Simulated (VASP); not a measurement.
Here is a VASP 6.6.1 calculation.

File INCAR:

```
SYSTEM = PbSe
ALGO = Normal
EDIFF = 1E-7
ENCUT = 520
GGA = PE
ISIF = 2
ISMEAR = -1
LASPH = .True.
LCHARG = .False.
LREAL = .False.
LWAVE = .False.
NBANDS = 28
NELM = 60
PREC = Accurate
SIGMA = 0.1
```

File KPOINTS:

```
k-points
0
Gamma
  3 3 3
  0 0 0
```

File POSCAR:

```
PbSe
1.0
    4.9315370000      0.0418380000      0.5310310000
    0.3070940000      4.6634580000      0.6974730000
   -0.6147040000     -0.2614000000      5.2222960000
Pb Se
2 2
Direct
    0.2315410754      0.2208816977      0.1011963877
    0.7293013442      0.6875852986      0.9591915504
    0.7068123648      0.2007058020      0.5329636323
    0.0666055163      0.7051827102      0.4672784740
```

Potentials or basis: VASP PAW PBE potentials, release 64 (Pb_d, Se).

Run with:

```console
$ cat potpaw_PBE.64/Pb_d/POTCAR potpaw_PBE.64/Se/POTCAR > POTCAR
$ mpirun -np 1 vasp_std > vasp.out
```

(1) Predict the band gap on the k mesh.

(2) What does it give for the pressure?

## Answers

(1) zero (band 20 reaches 4.91 eV, above the bottom of band 21 at 4.59 eV).

(2) -1.4 GPa.

Caveat: the k points lie up to 0.45 Å⁻¹ apart; spin-orbit coupling is left out, which moves the levels of the heavy elements.
